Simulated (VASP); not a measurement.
Input of a VASP 6.6.1 run:

Contents of POSCAR:

```
C
1.0
    2.4423673804      0.0000000000      0.0000000000
   -1.2211836902      2.1151521968      0.0000000000
    0.0000000000      0.0000000000      6.1933990662
C
4
Direct
    0.0000000000      0.0000000000      0.0025000000
    0.0000000000      0.0000000000      0.5025000000
    0.3333333333      0.6666666667      0.0025000000
    0.6666666667      0.3333333333      0.5025000000
```

Contents of INCAR.step1:

```
ALGO     = Normal         # electronic algorithm
EDIFF    = 1E-4           # SCF threshold, eV
ENCUT    = 520            # plane-wave cutoff, eV
GGA      = PE             # functional
ISMEAR   = 0              # smearing method
LASPH    = True           # aspherical terms in the spheres
LCHARG   = False          # write CHGCAR
LREAL    = False          # projectors in reciprocal space
LWAVE    = True           # write WAVECAR
NBANDS   = 16             # bands
NELM     = 60             # most SCF steps
PREC     = Accurate       # precision mode
SIGMA    = 0.01           # smearing width, eV
```

The input INCAR.step2:

```
ALGO     = Normal         # electronic algorithm
EDIFF    = 1E-6           # SCF threshold, eV
ENCUT    = 520            # plane-wave cutoff, eV
ISIF     = 2              # what is computed and relaxed
ISMEAR   = 0              # smearing method
ISTART   = 1            
LASPH    = True           # aspherical terms in the spheres
LCHARG   = True           # write CHGCAR
LELF     = True           # ELF
LMIXTAU  = True         
LREAL    = False          # projectors in reciprocal space
LVHAR    = True         
LWAVE    = False          # write WAVECAR
METAGGA  = R2SCAN         # meta-GGA
NBANDS   = 16             # bands
NELM     = 60             # most SCF steps
PREC     = Accurate       # precision mode
SIGMA    = 0.01           # smearing width, eV
```

KPOINTS

```
k-points
0
Gamma
  10 10 4
```

Potentials or basis: VASP PAW PBE potentials, release 64 (C).

Run with:

```sh
$ cat potpaw_PBE.64/C/POTCAR > POTCAR
$ cp INCAR.step1 INCAR
$ mpirun -np 1 vasp_std > vasp.out
$ cp INCAR.step2 INCAR
$ mpirun -np 1 vasp_std > vasp.out
```

(1) Predict the band gap on the k mesh.

(2) Estimate the pressure.

Results:

(1) 0.97 eV, direct.

(2) 7.8 GPa.

Caveat: the PAW data sets were made with another functional, which shifts forces and pressure a little.
